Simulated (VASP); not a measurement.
# SnO2 (Fd-3m) in VASP: single point with PBE

Aim: the single point of SnO2 with PBE.

Program: VASP 6.6.1. These are calculated values, not measurements. Logs are shortened: lines on timing, memory, paths and dates and some standing lists are left out, and cuts for length are marked.

## (1) The cell of the first run

It takes space group Fd-3m (No. 227, cubic). Conventional cell: a = 9.044 Å, b = 9.044 Å, c = 9.044 Å, α = 90.00°, β = 90.00°, γ = 90.00°. Sn (site symmetry -3m) has 6 O at 2.13 Å within 2.8 Å. Within 2.8 Å of O (site symmetry 3m) lie 3 Sn at 2.13 Å and 3 O at 2.79 Å.

## (2) Single point, PBE

The input, INCAR:

```
ALGO = Normal ; EDIFF = 1E-6
ENCUT = 520 ; GGA = PE
ISIF = 2 ; ISMEAR = 0
LASPH = T ; LCHARG = T
LELF = T ; LREAL = F
LVHAR = T ; LWAVE = F
NBANDS = 64 ; NELM = 80
PREC = Accurate ; SIGMA = 0.05
```

The input, KPOINTS:

```
k-points
0
Gamma
  6 6 6
```

The input, POSCAR:

```
SnO2
1.0
    0.0000000000      4.5220682583      4.5220682583
    4.5220682583      0.0000000000      4.5220682583
    4.5220682583      4.5220682583      0.0000000000
Sn O
4 8
Direct
    0.1250000000      0.1250000000      0.6250000000
    0.6250000000      0.1250000000      0.1250000000
    0.1250000000      0.6250000000      0.1250000000
    0.1250000000      0.1250000000      0.1250000000
    0.8910551956      0.8910551956      0.8910551956
    0.8910551956      0.3268344131      0.8910551956
    0.8910551956      0.8910551956      0.3268344131
    0.3268344131      0.8910551956      0.8910551956
    0.9231655869      0.3589448044      0.3589448044
    0.3589448044      0.3589448044      0.9231655869
    0.3589448044      0.9231655869      0.3589448044
    0.3589448044      0.3589448044      0.3589448044
```

Potentials or basis: VASP PAW PBE potentials, release 64 (Sn_d, O).

The run is started by

```sh
> cat potpaw_PBE.64/Sn_d/POTCAR potpaw_PBE.64/O/POTCAR > POTCAR
> mpirun -np 1 vasp_std > vasp.out
```

OUTCAR:

```text
EDIFF = 1E-6
   ENCUT = 520
   GGA = PE
   ISIF = 2
   ISMEAR = 0
   LASPH = T
   LREAL = F
   NELM = 80
   PREC = Accurate

 ion  position               nearest neighbor table
   1  0.125  0.125  0.625-   6 2.13   8 2.13   9 2.13  11 2.13   5 2.13  12 2.13   4 3.20   2 3.20
                             3 3.20   4 3.20   3 3.20   2 3.20
   2  0.625  0.125  0.125-   6 2.13   7 2.13  10 2.13  11 2.13   5 2.13  12 2.13   4 3.20   1 3.20
                             3 3.20   1 3.20   3 3.20   4 3.20
   3  0.125  0.625  0.125-   7 2.13   8 2.13   9 2.13  10 2.13   5 2.13  12 2.13   4 3.20   1 3.20
                             1 3.20   2 3.20   4 3.20   2 3.20
   4  0.125  0.125  0.125-   6 2.13   7 2.13   8 2.13   9 2.13  10 2.13  11 2.13   1 3.20   2 3.20
                             3 3.20   1 3.20   3 3.20   2 3.20
   5  0.891  0.891  0.891-   1 2.13   2 2.13   3 2.13
   6  0.891  0.327  0.891-   1 2.13   2 2.13   4 2.13
   7  0.891  0.891  0.327-   2 2.13   3 2.13   4 2.13
   8  0.327  0.891  0.891-   1 2.13   3 2.13   4 2.13
   9  0.923  0.359  0.359-   1 2.13   3 2.13   4 2.13
  10  0.359  0.359  0.923-   2 2.13   3 2.13   4 2.13
  11  0.359  0.923  0.359-   1 2.13   2 2.13   4 2.13
  12  0.359  0.359  0.359-   1 2.13   2 2.13   3 2.13

  LATTYP: Found a face centered cubic cell.
 ALAT       =     9.0441365166

  Lattice vectors:

 A1 = (   0.0000000000,   4.5220682583,   4.5220682583)
 A2 = (   4.5220682583,   0.0000000000,   4.5220682583)
 A3 = (   4.5220682583,   4.5220682583,   0.0000000000)

Analysis of symmetry for initial positions (statically):
=====================================================================
 Subroutine PRICEL returns:
 Original cell was already a primitive cell.

 Routine SETGRP: Setting up the symmetry group for a
 face centered cubic supercell.

 Subroutine GETGRP returns: Found 48 space group operations
 (whereof 24 operations were pure point group operations)
 out of a pool of 48 trial point group operations.

The static configuration has the point symmetry T_d .
 The point group associated with its full space group is O_h .

Analysis of symmetry for dynamics (positions and initial velocities):
=====================================================================
 Subroutine PRICEL returns:
 Original cell was already a primitive cell.

 Routine SETGRP: Setting up the symmetry group for a
 face centered cubic supercell.

 Subroutine GETGRP returns: Found 48 space group operations
 (whereof 24 operations were pure point group operations)
 out of a pool of 48 trial point group operations.

The dynamic configuration has the point symmetry T_d .
 The point group associated with its full space group is O_h .

 Subroutine INISYM returns: Found 48 space group operations
 (whereof 24 operations are pure point group operations),
 and found     1 'primitive' translations

----------------------------------------------------------------------------------------

                                     Primitive cell

  volume of cell :     184.9445

  direct lattice vectors                    reciprocal lattice vectors
     0.000000000  4.522068258  4.522068258    -0.110568875  0.110568875  0.110568875
     4.522068258  0.000000000  4.522068258     0.110568875 -0.110568875  0.110568875
     4.522068258  4.522068258  0.000000000     0.110568875  0.110568875 -0.110568875

  length of vectors
     6.395170261  6.395170261  6.395170261     0.191510909  0.191510909  0.191510909

  position of ions in fractional coordinates (direct lattice)
     0.125000000  0.125000000  0.625000000
     0.625000000  0.125000000  0.125000000
     0.125000000  0.625000000  0.125000000
     0.125000000  0.125000000  0.125000000
     0.891055196  0.891055196  0.891055196
     0.891055196  0.326834413  0.891055196
     0.891055196  0.891055196  0.326834413
     0.326834413  0.891055196  0.891055196
     0.923165587  0.358944804  0.358944804
     0.358944804  0.358944804  0.923165587
     0.358944804  0.923165587  0.358944804
     0.358944804  0.358944804  0.358944804

  ion indices of the primitive-cell ions
   primitive index   ion index
                 1           1
                 2           2
                 3           3
                 4           4
                 5           5
                 6           6
                 7           7
                 8           8
                 9           9
                10          10
                11          11
                12          12

----------------------------------------------------------------------------------------

 KPOINTS: k-points

Automatic generation of k-mesh.
 Grid dimensions read from file:
 generate k-points for:    6    6    6

 Generating k-lattice:

  Cartesian coordinates                     Fractional coordinates (reciprocal lattice)
    -0.018428146  0.018428146  0.018428146     0.166666667  0.000000000  0.000000000
     0.018428146 -0.018428146  0.018428146     0.000000000  0.166666667  0.000000000
     0.018428146  0.018428146 -0.018428146     0.000000000  0.000000000  0.166666667

  Length of vectors
     0.031918485  0.031918485  0.031918485

  Shift w.r.t. Gamma in fractional coordinates (k-lattice)
     0.000000000  0.000000000  0.000000000

 Subroutine IBZKPT returns following result:
 ===========================================

 Found     16 irreducible k-points:

 Following reciprocal coordinates:
            Coordinates               Weight
  0.000000  0.000000  0.000000      1.000000
  0.166667  0.000000  0.000000      8.000000
  0.333333  0.000000  0.000000      8.000000
  0.500000  0.000000  0.000000      4.000000
  0.166667  0.166667  0.000000      6.000000
  0.333333  0.166667  0.000000     24.000000
[... 8 lines left out ...]
 -0.333333  0.333333  0.166667     24.000000
 -0.333333  0.500000  0.166667     12.000000
   k-points           NKPTS =     16   k-points in BZ     NKDIM =     16   number of bands    NBANDS=     64
   number of dos      NEDOS =    301   number of ions     NIONS =     12
   total plane-waves  NPLWV = 110592
   dimension x,y,z NGX =    48 NGY =   48 NGZ =   48
   dimension x,y,z NGXF=    96 NGYF=   96 NGZF=   96
   ions per type =               4   8
   NGX,Y,Z   is equivalent  to a cutoff of  12.48, 12.48, 12.48 a.u.
   NGXF,Y,Z  is equivalent  to a cutoff of  24.96, 24.96, 24.96 a.u.
 SYSTEM =  unknown system
   PREC   = accura    normal or accurate (medium, high low for compatibility)
   ISTART =      0    job   : 0-new  1-cont  2-samecut
   ICHARG =      2    charge: 1-file 2-atom 10-const
   ISPIN  =      1    spin polarized calculation?
   LNONCOLLINEAR =      F non collinear calculations
   LSORBIT =      F    spin-orbit coupling
   LASPH  =      T    aspherical Exc in radial PAW
   ENCUT  =  520.0 eV  38.22 Ry    6.18 a.u.  11.89 11.89 11.89*2*pi/ulx,y,z
   NELM   =     80;   NELMIN=  2; NELMDL= -5     # of ELM steps
   EDIFF  = 0.1E-05   stopping-criterion for ELM
   LREAL  =      F    real-space projection
   EDIFFG = 0.1E-04   stopping-criterion for IOM
   NSW    =      0    number of steps for IOM
   IBRION =     -1    ionic relax: 0-MD 1-quasi-New 2-CG
   NFREE  =      0    steps in history (QN), initial steepest desc. (CG)
   ISIF   =      2    stress and relaxation
   ISYM   =      2    0-nonsym 1-usesym 2-fastsym
   POTIM  = 0.5000    time-step for ionic-motion
   TEBEG  =    0.0;   TEEND  =   0.0 temperature during run
   PSTRESS=    0.0 pullay stress
   NELECT =     104.0000    total number of electrons
   NUPDOWN=      -1.0000    fix difference up-down
   EMIN   =  10.00;   EMAX   =-10.00  energy-range for DOS
   EFERMI =   0.00;   METHOD = LEGACY
   ISMEAR =     0;   SIGMA  =   0.05  broadening in eV -4-tet -1-fermi 0-gaus
   EFERMI_NEDOS =   21; number of points for ismear=-14 and -15
   IALGO  =     38    algorithm
   IMIX   =      4    mixing-type and parameters
     AMIX     =   0.40;   BMIX     =  1.00
     AMIX_MAG =   1.60;   BMIX_MAG =  1.00
  volume/ion in A,a.u.               =      15.41       104.01
  Fermi-wavevector in a.u.,A,eV,Ry     =   1.351260  2.553511 24.842916  1.825903
  Thomas-Fermi vector in A             =   2.478696
   LORBIT       =      0    0 simple, 1 ext, 2 COOP (PROOUT), +10 PAW based schemes
   GGA     = PE    functional components
   LHFCALC =     F    Hartree Fock is set to
   AEXX    =    0.0000 exact exchange contribution
   IVDW    =     0    specifies the selected vdW correction
   LEPSILON=     F    determine dielectric tensor
   LRPA    =     F    only Hartree local field effects (RPA)
 non-spin polarized calculation
 Gauss-broadening in eV      SIGMA  =   0.05
  energy-cutoff  :      520.00
  volume of cell :      184.94
 maximum number of plane-waves:      5004
   NGX = 23   NGY = 23   NGZ = 23

 number of electron     103.9999987 magnetization

 Free energy of the ion-electron system (eV)
  ---------------------------------------------------
  ext. energy  EPLUGINS =         0.00000000
  ---------------------------------------------------
  free energy    TOTEN  =       -72.34273585 eV

  energy without entropy =      -72.34273585  energy(sigma->0) =      -72.34273585

 E-fermi :   2.8513     XC(G=0):  -9.5585

 val. band max:        2.5458688637   @ k =   0.0000   0.0000   0.0000
 cond. band min:       4.3727128452   @ k =   0.0000   0.0000   0.0000
 fundamental gap:      1.8268439816
 Fermi energy:         2.8512980172

 k-point     1 :       0.0000    0.0000    0.0000
  band No.  band energies     occupation
      1     -18.0625      2.00000
      2     -18.0625      2.00000
      3     -18.0625      2.00000
      4     -17.5291      2.00000
      5     -17.3392      2.00000
      6     -17.3392      2.00000
[... 56 lines left out ...]
     63      13.4210      0.00000
     64      13.9046      0.00000

 k-point     2 :       0.1667    0.0000    0.0000
  band No.  band energies     occupation
      1     -18.0578      2.00000
      2     -18.0205      2.00000
      3     -18.0205      2.00000
      4     -17.5044      2.00000
      5     -17.3489      2.00000
      6     -17.3489      2.00000
[... 994 lines left out ...]
     63      12.6634      0.00000
     64      12.6669      0.00000

------------------------ aborting loop because EDIFF is reached ----------------------------------------

  FORCE on cell =-STRESS in cart. coord.  units (eV):
  Direction    XX          YY          ZZ          XY          YZ          ZX
  --------------------------------------------------------------------------------------
  -------------------------------------------------------------------------------------
  Total        0.6494229      0.6494229      0.6494229      0.0000000      0.0000000     -0.0000000
  in kB        5.6259628      5.6259628      5.6259628      0.0000000      0.0000000     -0.0000000
  external PRESSURE =       5.6259628 kB  Pullay stress =       0.0000000 kB

 VOLUME and BASIS-vectors are now :
 -----------------------------------------------------------------------------
  energy-cutoff  :      520.00
  volume of cell :      184.94
      direct lattice vectors                 reciprocal lattice vectors
     0.000000000  4.522068258  4.522068258    -0.110568875  0.110568875  0.110568875
     4.522068258  0.000000000  4.522068258     0.110568875 -0.110568875  0.110568875
     4.522068258  4.522068258  0.000000000     0.110568875  0.110568875 -0.110568875

 POSITION                                       TOTAL-FORCE (eV/Angst)
 -----------------------------------------------------------------------------------
      3.39155      3.39155      1.13052         0.000000      0.000000      0.000000
      1.13052      3.39155      3.39155         0.000000      0.000000      0.000000
      3.39155      1.13052      3.39155         0.000000      0.000000      0.000000
      1.13052      1.13052      1.13052         0.000000      0.000000      0.000000
      8.05882      8.05882      8.05882        -0.033911     -0.033911     -0.033911
      5.50738      8.05882      5.50738         0.033911     -0.033911      0.033911
      5.50738      5.50738      8.05882         0.033911      0.033911     -0.033911
      8.05882      5.50738      5.50738        -0.033911      0.033911      0.033911
      3.24635      5.79779      5.79779         0.033911     -0.033911     -0.033911
      5.79779      5.79779      3.24635        -0.033911     -0.033911      0.033911
      5.79779      3.24635      5.79779        -0.033911      0.033911     -0.033911
      3.24635      3.24635      3.24635         0.033911      0.033911      0.033911
 -----------------------------------------------------------------------------------
    total drift:                                0.000000      0.000000      0.000000

  FREE ENERGIE OF THE ION-ELECTRON SYSTEM (eV)
  ---------------------------------------------------
  free  energy   TOTEN  =       -72.3427358474 eV

  energy  without entropy=      -72.3427358474  energy(sigma->0) =      -72.34273585
```

Run time: 4.5 min. Hardware: 1 thread of AMD EPYC 7R13 (Zen 3), shared host; peak memory 0.36 GiB.

Results:

| Property | Result |
| --- | --- |
| Free energy | -72.3427 eV |
| Pressure | 0.6 GPa |
| Largest force | 0.059 eV/Å |
| Band gap on the k mesh | 1.83 eV |

Forces in eV/Å, atoms in the order of the input:
```
Sn   0.000  0.000  0.000
Sn   0.000  0.000  0.000
Sn   0.000  0.000  0.000
Sn   0.000  0.000  0.000
O   -0.034 -0.034 -0.034
O    0.034 -0.034  0.034
O    0.034  0.034 -0.034
O   -0.034  0.034  0.034
O    0.034 -0.034 -0.034
O   -0.034 -0.034  0.034
O   -0.034  0.034 -0.034
O    0.034  0.034  0.034
```

Caveat: spin-orbit coupling is left out, which moves the levels of the heavy elements. A k mesh can miss the band edges.
